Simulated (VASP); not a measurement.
The system is LaTl3H6.

```
La Tl H
1.0
     5.67909    0.00000    0.00000
     0.00000    5.67909    0.00000
     0.00000    0.00000    5.44317
La Tl H
1 3 6
Direct
  0.50000 0.50000 0.00000
  0.50000 0.00000 0.50000
  0.00000 0.50000 0.50000
  0.00000 0.00000 0.00000
  0.64723 0.50000 0.50000
  0.35277 0.50000 0.50000
  0.50000 0.35277 0.50000
  0.50000 0.64723 0.50000
  0.50000 0.00000 0.00000
  0.00000 0.50000 0.00000
```

The cell was generated, and may not be a known phase.

* Program: VASP 6.6.1
* Task: relaxation of cell and atoms
* Functional: PBE
* Potentials or basis: VASP PAW PBE potentials, release 64 (La, Tl_d, H)
* Cutoff: 600 eV
* k mesh: 4 × 4 × 4
* Occupations: gaussian, width 0.1 eV
* Spin: no spin polarisation

At the start: pressure -2.8 GPa; volume 17.56 Å³/atom.

How do energy, volume and symmetry change on relaxing?

Over 23 steps the energy falls by 201.8 meV/atom and the volume is 17.13 Å³/atom (-2.4 %); space group P4/mmm (No. 123, to 0.1 Å) before and after.

The path:
```
step  energy change (eV)  largest force (eV/Å)  pressure (GPa)  volume (Å³)
   1              0.0000                0.5362           -2.80       175.55
   2             -0.2038                0.3928           -1.94       167.85
   3             -0.4840                0.1051            2.26       148.15
   4             -0.6187                0.0035            2.59       146.33
   5             -0.7336                0.1534            3.35       143.48
   6             -0.7326                0.9358            7.95       136.87
   7             -0.8583                0.9737            7.93       138.00
   8             -1.0834                0.8641            8.30       141.07
   9             -1.2876                0.7904            6.69       144.79
  10             -1.7015                0.6219            2.77       156.34
  11             -1.8127                0.3147           -2.39       181.23
  12             -1.8708                0.4094           -0.90       172.06
  13             -1.8713                0.4217           -0.71       171.05
  14             -1.9149                0.3513           -0.54       171.22
  15             -1.9671                0.1807            0.05       171.58
  16             -1.9679                0.1558            0.15       171.62
  17             -1.9761                0.1440            0.00       172.01
  18             -1.9942                0.1175           -0.46       173.18
  19             -1.9984                0.0231           -1.17       175.50
  20             -2.0025                0.0788           -0.87       174.42
  21             -2.0099                0.0500           -0.70       173.50
  22             -2.0177                0.0453           -0.25       171.18
  23             -2.0177                0.0388           -0.28       171.31
```

Final structure:
```xyz
10
Lattice="6.4731 0.0000 0.0000 0.0000 6.4731 0.0000 0.0000 0.0000 4.0886" Properties=species:S:1:pos:R:3 pbc="T T T"
La    3.2365    3.2365    0.0000
Tl    3.2365    0.0000    2.0443
Tl    0.0000    3.2365    2.0443
Tl    0.0000    0.0000    0.0000
H     4.2432    3.2365    2.0443
H     2.2299    3.2365    2.0443
H     3.2365    2.2299    2.0443
H     3.2365    4.2432    2.0443
H     3.2365    0.0000    0.0000
H     0.0000    3.2365    0.0000
```

Caveat: a cell axis changed by over 15 % at a fixed basis, so the end point is rough.
